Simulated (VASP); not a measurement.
Write the native input for VASP 6.6.1 that does the following.

```yaml
Task: single point
Functional: PBE
Potentials_or_basis: VASP PAW PBE potentials, release 64 (Ga_d, Mn_pv)
Cutoff: 520 eV
k_mesh: 12 × 12 × 12
Occupations: gaussian, width 0.1 eV
Spin: no spin polarisation
Dipole_correction: no
Further_INCAR_settings: ALGO = Fast; EDIFF = 1e-06; NBANDS = 34
```

The structure of MnGa3 lies in POSCAR:

```
MnGa3
1.0
    0.0000000000      3.3515069832      3.3515069832
    3.3515069832      0.0000000000      3.3515069832
    3.3515069832      3.3515069832      0.0000000000
Ga Mn
3 1
Direct
    0.2500000000      0.2500000000      0.2500000000
    0.7500000000      0.7500000000      0.7500000000
    0.5000000000      0.5000000000      0.5000000000
    0.0000000000      0.0000000000      0.0000000000
```

These files were run (other wordings do the same):

INCAR

```
SYSTEM = MnGa3
ALGO = Fast
EDIFF = 1E-6
ENCUT = 520
GGA = PE
ISIF = 2
ISMEAR = 0
LASPH = .TRUE.
LCHARG = .FALSE.
LREAL = .FALSE.
LWAVE = .FALSE.
NBANDS = 34
NELM = 100
PREC = Accurate
SIGMA = 0.1
```

KPOINTS

```
k-points
0
G
  12 12 12
  0 0 0
```

Potentials or basis: VASP PAW PBE potentials, release 64 (Ga_d, Mn_pv).

Run with:

```bash
$ cat potpaw_PBE.64/Ga_d/POTCAR potpaw_PBE.64/Mn_pv/POTCAR > POTCAR
$ mpirun -np 1 vasp_std > vasp.out
```

It gave:

| Property | Result |
| --- | --- |
| Pressure | -11.6 GPa |
| Band gap on the k mesh | zero (bands 26 and 27 overlap by 0.38 eV) |

Caveat: the cell stands under tension; the run has no spin polarisation, though such a crystal can be magnetic.

It took 110 s on 1 thread of Intel(R) Xeon(R) 6975P-C (Granite Rapids), on a shared host, peak memory 0.31 GiB.
